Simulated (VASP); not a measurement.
HC18F: single point with PBE+D3(BJ)

Slab: HC18F, a slab with vacuum.

```
CELL_PARAMETERS angstrom
7.39800 0.00000 0.00000
-3.69900 6.40686 0.00000
0.00000 0.00000 11.00000
ATOMIC_POSITIONS crystal
C 0.99121 0.99521 0.08062
C 0.21162 0.10544 0.08057
C 0.98885 0.32806 0.08054
C 0.21366 0.44038 0.08059
C 0.99070 0.66361 0.08059
C 0.21198 0.77449 0.08077
C 0.32227 0.99481 0.08059
C 0.54720 0.10731 0.08057
C 0.32403 0.33021 0.08035
C 0.54546 0.44092 0.08035
C 0.32426 0.66177 0.08107
C 0.54510 0.77223 0.08113
C 0.65754 0.99723 0.08080
C 0.87880 0.10773 0.08055
C 0.65790 0.32849 0.08048
C 0.87830 0.43879 0.08069
C 0.65583 0.66134 0.08074
C 0.88067 0.77402 0.08060
F 0.48368 0.70069 0.37423
H 0.47311 0.68322 0.28965
```

```json
{"Program": "VASP 6.6.1", "Task": "single point", "Functional": "PBE", "Dispersion": "D3(BJ)", "Potentials or basis": "VASP PAW PBE potentials, release 64 (C, F, H)", "Cutoff": "520 eV", "k mesh": "2 × 2 × 1", "Occupations": "gaussian, width 0.02 eV", "Spin": "no spin polarisation"}
```

| Item | Value |
| --- | --- |
| Largest force | 0.333 eV/Å |
| Band gap on the k mesh | 0.21 eV, direct |
| Dispersion energy per atom | -0.085 eV |

Forces in eV/Å, atoms in the order of the input:
```
C   -0.007  0.030 -0.001
C    0.008 -0.024 -0.014
C   -0.007  0.030  0.013
C    0.003 -0.032  0.005
C   -0.008  0.011  0.014
C    0.013 -0.028  0.002
C    0.004  0.024  0.009
C   -0.001 -0.023  0.007
C   -0.007  0.010  0.007
C    0.011 -0.028  0.014
C   -0.007  0.022 -0.006
C    0.001 -0.013  0.014
C   -0.005  0.018 -0.008
C    0.009 -0.024  0.008
C   -0.001  0.030  0.001
C    0.000 -0.020 -0.022
C   -0.004  0.021 -0.009
C    0.005 -0.027  0.009
F    0.007  0.009  0.289
H   -0.014  0.015 -0.332
```

Levels at points of the mesh, in eV from the valence-band top:
```csv
k point,band 37,band 38,band 39,band 40,band 41,band 42,band 43,band 44
"(0.00, 0.00, 0.00)",-2.94,-2.93,-0.02,0.00,0.21,0.23,3.39,4.78
"(0.50, 0.00, 0.00)",-2.57,-2.53,-2.51,-2.25,1.77,2.57,2.59,2.64
"(0.00, 0.50, 0.00)",-2.56,-2.53,-2.50,-2.25,1.78,2.57,2.60,2.62
"(0.50, 0.50, 0.00)",-2.57,-2.53,-2.50,-2.25,1.78,2.56,2.60,2.64
```

Wall time 4.6 min on 1 thread of AMD EPYC 7R13 Processor (Zen 3) (shared host), peak memory 0.56 GiB.

Caveat: the k points lie up to 0.49 Å⁻¹ apart.
